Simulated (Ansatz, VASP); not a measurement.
# Two plane-wave programs on Si2Ni

File INCAR:

```
PREC = Accurate
ENCUT = 520
EDIFF = 1E-6
ISMEAR = -1
SIGMA = 0.05
LREAL = F
LASPH = T
NELM = 150
ALGO = Normal
ISIF = 2
LWAVE = F
LCHARG = F
ISPIN = 2
MAGMOM = 1 0 0
LORBIT = 11
LMAXMIX = 4
LDAU = T
LDAUTYPE = 2
LDAUL = 2 -1
LDAUU = 3 0
LDAUJ = 0 0
LDAUPRINT = 1
GGA = PS
NBANDS = 20
```

KPOINTS

```
regular mesh
0
Gamma
  9 9 9
```

POSCAR

```
Si2Ni
1.0
    0.0000000000      2.7030000000      2.7030000000
    2.7030000000      0.0000000000      2.7030000000
    2.7030000000      2.7030000000      0.0000000000
Ni Si
1 2
Direct
    0.0000000000      0.0000000000      0.0000000000
    0.7500000000      0.7500000000      0.7500000000
    0.2500000000      0.2500000000      0.2500000000
```

The input input.yaml:

```yaml
crystal:
  lattice:
    - [0.0, 2.703, 2.703]
    - [2.703, 0.0, 2.703]
    - [2.703, 2.703, 0.0]
  atoms:
    - { symbol: Ni, position: [0.0, 0.0, 0.0], spin: 1.0 }
    - { symbol: Si, position: [0.75, 0.75, 0.75] }
    - { symbol: Si, position: [0.25, 0.25, 0.25] }
hamiltonian:
  xc: pbesol
  pseudopotentials: { kind: paw }
  hubbard: { sites: [{ species: Ni, l: d, u_eff: 3.0 }] }
magnetization:
  spin_polarized: true
kpoints:
  mp_grid: { grid: [9, 9, 9] }
scf:
  occupations: { method: fermi_dirac, width: 0.05 }
  n_extra_bands: 7
output:
  forces: true
  stress: true
  eigenvalues: true
  dos: { projected: true, de: 0.05, nscf_kmesh: { grid: [14, 14, 14] } }
  write_density: true
  write_potential: true
  elf: true
  volumetric_format: npy
```

Alike in both runs: functional PBEsol; k mesh 9 × 9 × 9; occupations fermi-dirac, width 0.05 eV; collinear spin; Hubbard terms Ni d U = 3.0 eV.

|  | VASP | Ansatz |
| --- | --- | --- |
| version | VASP 6.6.1 | Ansatz 0.2.0 |
| potentials or method | VASP PAW PBE potentials, release 64 (Ni, Si) | Ansatz PAW |
| plane-wave cutoff (eV) | 520 | 420 |
| valence electrons in the cell | 18 | 26 |
| task | single point | projected density of states |

```tsv
	VASP	Ansatz	Ansatz less VASP
gap on the k mesh at the Fermi level (eV)	none	none	-
pressure (GPa)	-3.5	-1.1	+2.41
net moment per atom (μB)	0.00	0.00	0.000
```

VASP's potentials were made for PBE, not for PBEsol. The programs project onto different local orbitals, so the same U acts differently, and such runs can settle in different states. A gap of «none» marks a metal or a gap that the smearing closes. VASP's potentials hold 18 valence electrons a cell and Ansatz's 26, so a difference there can come from the potentials and not from the codes.

Noted on Ansatz's run: the magnetic or orbital state may not be the lowest.
